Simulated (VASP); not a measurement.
A run of VASP 6.6.1 is set up as follows.

The input INCAR:

```
SYSTEM = InPd
PREC     = Accurate       ! precision mode
ENCUT    = 520            ! plane-wave cutoff, eV
EDIFF    = 1E-8           ! SCF threshold, eV
ISMEAR   = -1             ! smearing method
SIGMA    = 0.03           ! smearing width, eV
LREAL    = .FALSE.        ! projectors in reciprocal space
LASPH    = .TRUE.         ! aspherical terms in the spheres
NELM     = 80             ! most SCF steps
ALGO     = Normal         ! electronic algorithm
ISIF     = 2              ! what is computed and relaxed
LWAVE    = .FALSE.        ! write WAVECAR
LCHARG   = .FALSE.        ! write CHGCAR
LEFG     = .TRUE.       
NBANDS   = 18             ! bands
```

The input KPOINTS:

```
Automatic mesh
0
G
  13 13 13
  0 0 0
```

File POSCAR:

```
InPd
1.0
    3.2718847800      0.0000000000      0.0000000000
    0.0000000000      3.2718847800      0.0000000000
    0.0000000000      0.0000000000      3.2718847800
In Pd
1 1
Direct
    0.0000000000      0.0000000000      0.0000000000
    0.5000000000      0.5000000000      0.5000000000
```

Potentials or basis: VASP PAW LDA potentials, release 64 (In_d, Pd).

Run with:

```sh
$ cat potpaw_LDA.64/In_d/POTCAR potpaw_LDA.64/Pd/POTCAR > POTCAR
$ mpirun -np 1 vasp_std > vasp.out
```

(1) Predict the pressure.

Answers

(1) -6.6 GPa.

Caveat: without QUAD_EFG the Cq values of the log hold for a quadrupole moment of 1 mb, not for the nuclei.
